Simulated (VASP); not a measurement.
Wanted: the native input for a VASP 6.6.1 run.

```
Task                   : single point
Functional             : r2SCAN
Potentials or basis    : VASP PAW PBE potentials, release 64 (Ti_sv, Ta_pv)
Cutoff                 : 520 eV
k mesh                 : 4 × 4 × 4
Occupations            : methfessel-paxton, width 0.15 eV
Spin                   : no spin polarisation
Dipole correction      : no
Further INCAR settings : ALGO = Normal; EDIFF = 1e-07; NBANDS = 32
```

TaTi3:

```
CELL_PARAMETERS angstrom
4.13305 0.00000 0.00000
0.00000 4.13305 0.00000
0.00000 0.00000 4.13305
ATOMIC_POSITIONS crystal
Ti 0.00000 0.50000 0.50000
Ti 0.50000 0.00000 0.50000
Ti 0.50000 0.50000 0.00000
Ta 0.00000 0.00000 0.00000
```

One way to write it, as run:

POSCAR

```
TaTi3
1.0
    4.1330540000      0.0000000000      0.0000000000
    0.0000000000      4.1330540000      0.0000000000
    0.0000000000      0.0000000000      4.1330540000
Ti Ta
3 1
Direct
    0.0000000000      0.5000000000      0.5000000000
    0.5000000000      0.0000000000      0.5000000000
    0.5000000000      0.5000000000      0.0000000000
    0.0000000000      0.0000000000      0.0000000000
```

INCAR.step1

```
SYSTEM = TaTi3
ALGO = Normal
EDIFF = 1E-4
ENCUT = 520
GGA = PE
ISMEAR = 1
LASPH = .TRUE.
LCHARG = .FALSE.
LREAL = .FALSE.
LWAVE = .TRUE.
NBANDS = 32
NELM = 80
PREC = Accurate
SIGMA = 0.15
```

INCAR.step2

```
SYSTEM = TaTi3
ALGO = Normal
EDIFF = 1E-7
ENCUT = 520
ISIF = 2
ISMEAR = 1
ISTART = 1
LASPH = .TRUE.
LCHARG = .TRUE.
LELF = .TRUE.
LMIXTAU = .TRUE.
LREAL = .FALSE.
LVHAR = .TRUE.
LWAVE = .FALSE.
METAGGA = R2SCAN
NBANDS = 32
NELM = 80
PREC = Accurate
SIGMA = 0.15
```

KPOINTS

```
k-points
0
G
  4 4 4
  0 0 0
```

Potentials or basis: VASP PAW PBE potentials, release 64 (Ti_sv, Ta_pv).

Command:

```bash
$ cat potpaw_PBE.64/Ti_sv/POTCAR potpaw_PBE.64/Ta_pv/POTCAR > POTCAR
$ cp INCAR.step1 INCAR
$ mpirun -np 1 vasp_std > vasp.out
$ cp INCAR.step2 INCAR
$ mpirun -np 1 vasp_std > vasp.out
```

It gave:

```yaml
Pressure: -0.8 GPa
```

Caveat: the k points lie up to 0.38 Å⁻¹ apart; the PAW data sets were made with another functional, which shifts forces and pressure a little.

It took 41 s on 1 thread of Intel(R) Xeon(R) 6975P-C (Granite Rapids) (shared host), peak memory 0.19 GiB.
